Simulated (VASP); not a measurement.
Runs of VASP 6.6.1 on PbS. The structure is cubic, space group Pm-3m (No. 221). The conventional cell has a = 3.635 Å, b = 3.635 Å, c = 3.635 Å, α = 90.00°, β = 90.00°, γ = 90.00°. Within 4.1 Å of Pb (site symmetry m-3m) lie 8 S at 3.15 Å and 6 Pb at 3.64 Å. Within 4.1 Å of S (site symmetry m-3m) lie 8 Pb at 3.15 Å and 6 S at 3.64 Å. 

```csv
level,spin,k mesh,smearing,grid for exact exchange (PRECFOCK),share of exact exchange,screening parameter,gap on the mesh (eV),pressure (GPa)
r2SCAN,off,6 × 6 × 6,fermi-dirac 0.02 eV,-,-,-,none,0.0
PBE-based screened hybrid with 10 % exact exchange,off,4 × 4 × 4,fermi-dirac 0.02 eV,Normal,0.1,0.2078 1/Å,none,(a)
PBE-based screened hybrid with 20 % exact exchange,off,4 × 4 × 4,fermi-dirac 0.02 eV,Normal,0.2,0.5 1/Å,none,-0.9
r2SCAN,off,6 × 6 × 6,gaussian 0.2 eV,-,-,-,none,0.0
r2SCAN,"collinear, zero start",6 × 6 × 6,fermi-dirac 0.02 eV,-,-,-,none,0.0
HSE06,off,4 × 4 × 4,fermi-dirac 0.02 eV,Normal,0.25,0.2079 1/Å,none,-1.7
r2SCAN+rVV10,off,6 × 6 × 6,fermi-dirac 0.02 eV,-,-,-,none,-1.0
```

Alike in all rows: task single point; potentials or basis VASP PAW PBE potentials, release 64 (Pb_d, S); cell as given; cutoff (eV) 520.

Q: Fill in the values left out.

A: (a) -0.7.

Caveats: some runs use coarse meshes; the structure was generated, so it needn't be the stable form of PbS; the PAW data sets were made with another functional, which shifts forces and pressure a little; spin-orbit coupling is left out, which moves the levels of the heavy elements; semilocal functionals underestimate gaps, and a narrow one can read as zero (at least some runs).

A k mesh can miss the band edges, and the runs leave out spin-orbit coupling on Pb.

A gap of «none» marks levels without a gap at the run's occupations.
